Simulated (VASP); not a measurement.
A run of VASP 6.6.1:

Contents of INCAR:

```
ALGO = Normal
EDIFF = 1E-6
ENCUT = 520
ISIF = 2
ISMEAR = 0
LASPH = True
LCHARG = False
LREAL = False
LWAVE = False
NBANDS = 16
NELM = 80
PREC = Accurate
SIGMA = 0.01
```

Contents of KPOINTS:

```
k-points
0
Gamma
  8 8 8
```

File POSCAR:

```
ZnSe
1.0
    2.7698406247      2.7698406247      0.0000000000
   -2.7698406247      2.7698406247      0.0000000000
    0.0000000000      2.7698406247      2.8003737663
Zn Se
1 1
Direct
    0.0000000000      0.0000000000      0.0000000000
    0.7500000000      0.2500000000      0.5000000000
```

Potentials or basis: VASP PAW LDA potentials, release 64 (Zn, Se).

Command:

```bash
$ cat potpaw_LDA.64/Zn/POTCAR potpaw_LDA.64/Se/POTCAR > POTCAR
$ mpirun -np 1 vasp_std > vasp.out
```

Hardware: 1 thread of Intel(R) Xeon(R) Platinum 8375C CPU @ 2.90GHz (Ice Lake), with other jobs on the host.

Q: How long does it take, and how much memory?

A: Wall time 31 s on 1 thread of Intel(R) Xeon(R) Platinum 8375C CPU @ 2.90GHz (Ice Lake) (shared host), peak memory 0.17 GiB. Counts: scf iterations 12, k points 59.
